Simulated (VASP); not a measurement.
# SnTe (P6_3/mmc) in VASP: a series of runs, part 2 of 2

VASP 6.6.1.

**3. Single point, PBE (30.09 Å³/atom)**

The input, INCAR:

```
PREC = Accurate
ENCUT = 520
EDIFF = 1E-6
ISMEAR = -1
SIGMA = 0.05
LREAL = False
LASPH = True
NELM = 80
ALGO = Normal
ISIF = 2
LWAVE = False
LCHARG = False
GGA = PE
NBANDS = 28
```

The input, KPOINTS:

```
regular mesh
0
Gamma
  9 9 5
```

The input, POSCAR:

```
SnTe
1.0
    4.8762324132      0.0000000000      0.0000000000
   -2.4381162066      4.2229411446      0.0000000000
    0.0000000000      0.0000000000      5.8450541688
Sn Te
2 2
Direct
    0.3333333333      0.6666666667     -0.0620019082
    0.6666666667      0.3333333333      0.4379980918
    0.3333333333      0.6666666667      0.4380019082
    0.6666666667      0.3333333333      0.9380019082
```

Potentials or basis: VASP PAW PBE potentials, release 64 (Sn_d, Te).

The run is started by

```sh
$ cat potpaw_PBE.64/Sn_d/POTCAR potpaw_PBE.64/Te/POTCAR > POTCAR
$ mpirun -np 1 vasp_std > vasp.out
```

OUTCAR:

```text
PREC = Accurate
   ENCUT = 520
   EDIFF = 1E-6
   ISMEAR = -1
   LREAL = False
   LASPH = True
   NELM = 80
   ISIF = 2
   GGA = PE

 ion  position               nearest neighbor table
   1  0.333  0.667  0.938-   4 2.82   4 2.82   4 2.82   3 2.92   3 2.92
   2  0.667  0.333  0.438-   3 2.82   3 2.82   3 2.82   4 2.92   4 2.92
   3  0.333  0.667  0.438-   2 2.82   2 2.82   2 2.82   1 2.92   1 2.92
   4  0.667  0.333  0.938-   1 2.82   1 2.82   1 2.82   2 2.92   2 2.92

  LATTYP: Found a hexagonal cell.
 ALAT       =     4.8762324132
 C/A-ratio  =     1.1986824404

  Lattice vectors:

 A1 = (   4.8762324132,   0.0000000000,   0.0000000000)
 A2 = (  -2.4381162066,   4.2229411446,   0.0000000000)
 A3 = (   0.0000000000,   0.0000000000,   5.8450541688)

Analysis of symmetry for initial positions (statically):
=====================================================================
 Subroutine PRICEL returns:
 Original cell was already a primitive cell.

 Routine SETGRP: Setting up the symmetry group for a
 hexagonal supercell.

 Subroutine GETGRP returns: Found 24 space group operations
 (whereof  6 operations were pure point group operations)
 out of a pool of 24 trial point group operations.

The static configuration has the point symmetry C_3v.
 The point group associated with its full space group is D_6h.

Analysis of symmetry for dynamics (positions and initial velocities):
=====================================================================
 Subroutine PRICEL returns:
 Original cell was already a primitive cell.

 Routine SETGRP: Setting up the symmetry group for a
 hexagonal supercell.

 Subroutine GETGRP returns: Found 24 space group operations
 (whereof  6 operations were pure point group operations)
 out of a pool of 24 trial point group operations.

The dynamic configuration has the point symmetry C_3v.
 The point group associated with its full space group is D_6h.

 Subroutine INISYM returns: Found 24 space group operations
 (whereof  6 operations are pure point group operations),
 and found     1 'primitive' translations

----------------------------------------------------------------------------------------

                                     Primitive cell

  volume of cell :     120.3616

  direct lattice vectors                    reciprocal lattice vectors
     4.876232413  0.000000000  0.000000000     0.205076361  0.118400892  0.000000000
    -2.438116207  4.222941145  0.000000000     0.000000000  0.236801785  0.000000000
     0.000000000  0.000000000  5.845054169     0.000000000  0.000000000  0.171084813

  length of vectors
     4.876232413  4.876232413  5.845054169     0.236801785  0.236801785  0.171084813

  position of ions in fractional coordinates (direct lattice)
     0.333333333  0.666666667  0.937998092
     0.666666667  0.333333333  0.437998092
     0.333333333  0.666666667  0.438001908
     0.666666667  0.333333333  0.938001908

  ion indices of the primitive-cell ions
   primitive index   ion index
                 1           1
                 2           2
                 3           3
                 4           4

----------------------------------------------------------------------------------------

 KPOINTS: regular mesh

Automatic generation of k-mesh.
 Grid dimensions read from file:
 generate k-points for:    9    9    5

 Generating k-lattice:

  Cartesian coordinates                     Fractional coordinates (reciprocal lattice)
     0.022786262  0.013155655  0.000000000     0.111111111 -0.000000000  0.000000000
     0.000000000  0.026311309  0.000000000     0.000000000  0.111111111  0.000000000
     0.000000000  0.000000000  0.034216963     0.000000000  0.000000000  0.200000000

  Length of vectors
     0.026311309  0.026311309  0.034216963

  Shift w.r.t. Gamma in fractional coordinates (k-lattice)
     0.000000000  0.000000000  0.000000000

 Subroutine IBZKPT returns following result:
 ===========================================

 Found     36 irreducible k-points:

 Following reciprocal coordinates:
            Coordinates               Weight
  0.000000  0.000000  0.000000      1.000000
  0.111111 -0.000000  0.000000      6.000000
  0.222222 -0.000000  0.000000      6.000000
  0.333333 -0.000000  0.000000      6.000000
  0.444444 -0.000000  0.000000      6.000000
  0.111111  0.111111  0.000000      6.000000
[... 16 lines left out ...]
  0.333333  0.222222  0.200000     24.000000
  0.333333  0.333333  0.200000      4.000000
 [... further k-points ...]
   k-points           NKPTS =     36   k-points in BZ     NKDIM =     36   number of bands    NBANDS=     28
   number of dos      NEDOS =    301   number of ions     NIONS =      4
   total plane-waves  NPLWV =  62208
   dimension x,y,z NGX =    36 NGY =   36 NGZ =   48
   dimension x,y,z NGXF=    72 NGYF=   72 NGZF=   96
   ions per type =               2   2
   NGX,Y,Z   is equivalent  to a cutoff of  12.27, 12.27, 13.65 a.u.
   NGXF,Y,Z  is equivalent  to a cutoff of  24.55, 24.55, 27.30 a.u.
 SYSTEM =  unknown system
   PREC   = accura    normal or accurate (medium, high low for compatibility)
   ISTART =      0    job   : 0-new  1-cont  2-samecut
   ICHARG =      2    charge: 1-file 2-atom 10-const
   ISPIN  =      1    spin polarized calculation?
   LNONCOLLINEAR =      F non collinear calculations
   LSORBIT =      F    spin-orbit coupling
   LASPH  =      T    aspherical Exc in radial PAW
   ENCUT  =  520.0 eV  38.22 Ry    6.18 a.u.   9.07  9.07 10.87*2*pi/ulx,y,z
   NELM   =     80;   NELMIN=  2; NELMDL= -5     # of ELM steps
   EDIFF  = 0.1E-05   stopping-criterion for ELM
   LREAL  =      F    real-space projection
[... 7 lines left out ...]
   TEBEG  =    0.0;   TEEND  =   0.0 temperature during run
   PSTRESS=    0.0 pullay stress
   NELECT =      40.0000    total number of electrons
   NUPDOWN=      -1.0000    fix difference up-down
   EMIN   =  10.00;   EMAX   =-10.00  energy-range for DOS
   EFERMI =   0.00;   METHOD = LEGACY
   ISMEAR =    -1;   SIGMA  =   0.05  broadening in eV -4-tet -1-fermi 0-gaus
   EFERMI_NEDOS =   21; number of points for ismear=-14 and -15
   IALGO  =     38    algorithm
   IMIX   =      4    mixing-type and parameters
     AMIX     =   0.40;   BMIX     =  1.00
     AMIX_MAG =   1.60;   BMIX_MAG =  1.00
  volume/ion in A,a.u.               =      30.09       203.06
  Fermi-wavevector in a.u.,A,eV,Ry     =   1.133963  2.142879 17.495348  1.285872
  Thomas-Fermi vector in A             =   2.270666
   LORBIT       =      0    0 simple, 1 ext, 2 COOP (PROOUT), +10 PAW based schemes
   GGA     = PE    functional components
   LHFCALC =     F    Hartree Fock is set to
   AEXX    =    0.0000 exact exchange contribution
   IVDW    =     0    specifies the selected vdW correction
   LEPSILON=     F    determine dielectric tensor
   LRPA    =     F    only Hartree local field effects (RPA)
 non-spin polarized calculation
  energy-cutoff  :      520.00
  volume of cell :      120.36
 maximum number of plane-waves:      3258
   NGX = 19   NGY = 19   NGZ = 21

 number of electron      39.9999984 magnetization

 Free energy of the ion-electron system (eV)
  ---------------------------------------------------
  ext. energy  EPLUGINS =         0.00000000
  ---------------------------------------------------
  free energy    TOTEN  =       -12.69313263 eV

  energy without entropy =      -12.67274188  energy(sigma->0) =      -12.68293726

 E-fermi :   7.7859     XC(G=0):  -9.4119

 val. band max:        7.7641940094   @ k =   0.3333   0.3333   0.4000
 cond. band min:       7.7860514303   @ k =   0.3333   0.2222   0.4000
 fundamental gap:      0.0218574209
 Fermi energy:         7.7858505458

 k-point     1 :       0.0000    0.0000    0.0000
  band No.  band energies     occupation
      1     -14.3608      2.00000
      2     -14.3241      2.00000
      3     -14.3241      2.00000
      4     -14.3231      2.00000
      5     -14.3231      2.00000
      6     -14.3061      2.00000
[... 20 lines left out ...]
     27      11.8898      0.00000
     28      12.0552      0.00000

 k-point     2 :       0.1111   -0.0000    0.0000
  band No.  band energies     occupation
      1     -14.3608      2.00000
      2     -14.3251      2.00000
      3     -14.3239      2.00000
      4     -14.3222      2.00000
      5     -14.3214      2.00000
      6     -14.3055      2.00000
[... 674 lines left out ...]
 k-point    24 :       0.3333    0.3333    0.2000
  band No.  band energies     occupation
      1     -14.3444      2.00000
      2     -14.3444      2.00000
      3     -14.3189      2.00000
      4     -14.3112      2.00000
      5     -14.3097      2.00000
      6     -14.3097      2.00000
[... 20 lines left out ...]
     27      13.0085      0.00000
     28      13.5476      0.00000

 [... further k-points ...]
[... 5 lines left out ...]
  --------------------------------------------------------------------------------------
  -------------------------------------------------------------------------------------
  Total       13.2090638     13.2090638     13.2271259      0.0000000     -0.0000000      0.0000000
  in kB      175.8306799    175.8306799    176.0711110      0.0000000     -0.0000000      0.0000000
  external PRESSURE =     175.9108236 kB  Pullay stress =       0.0000000 kB

 VOLUME and BASIS-vectors are now :
 -----------------------------------------------------------------------------
  energy-cutoff  :      520.00
  volume of cell :      120.36
      direct lattice vectors                 reciprocal lattice vectors
     4.876232413  0.000000000  0.000000000     0.205076361  0.118400892  0.000000000
    -2.438116207  4.222941145  0.000000000     0.000000000  0.236801785  0.000000000
     0.000000000  0.000000000  5.845054169     0.000000000  0.000000000  0.171084813

 POSITION                                       TOTAL-FORCE (eV/Angst)
 -----------------------------------------------------------------------------------
     -0.00000      2.81529      5.48265        -0.000000      0.000000      0.000000
      2.43812      1.40765      2.56012        -0.000000     -0.000000      0.000000
     -0.00000      2.81529      2.56014         0.000000      0.000000      0.000000
      2.43812      1.40765      5.48267         0.000000     -0.000000     -0.000000
 -----------------------------------------------------------------------------------
    total drift:                               -0.000000      0.000000     -0.009423

  FREE ENERGIE OF THE ION-ELECTRON SYSTEM (eV)
  ---------------------------------------------------
  free  energy   TOTEN  =       -12.6931326335 eV

  energy  without entropy=      -12.6727418837  energy(sigma->0) =      -12.68293726
```

stdout:

```text
POSCAR found type information on POSCAR SnTe
 POSCAR found :  2 types and       4 ions
 scaLAPACK will be used
 LDA part: xc-table for (Slater+PW92), standard interpolation
 POSCAR, INCAR and KPOINTS ok, starting setup
 FFT: planning ... GRIDC
 FFT: planning ... GRID_SOFT
 FFT: planning ... GRID
 WAVECAR not read
 entering main loop
```

Run time: 2.9 min. Hardware: 1 thread of Intel Xeon 8259CL, shared host; peak memory 0.31 GiB.

Results:

```yaml
Free_energy: -12.6931 eV
Pressure: 17.6 GPa
Band_gap_on_the_k_mesh: zero (bands 20 and 21 overlap by 0.21 eV)
```

Caveat: the cell stands under pressure; semilocal functionals underestimate gaps, and a narrow one can read as zero; spin-orbit coupling is left out, which moves the levels of the heavy elements.

The gap in the log of VASP goes by the Fermi energy; the results here count the filled bands.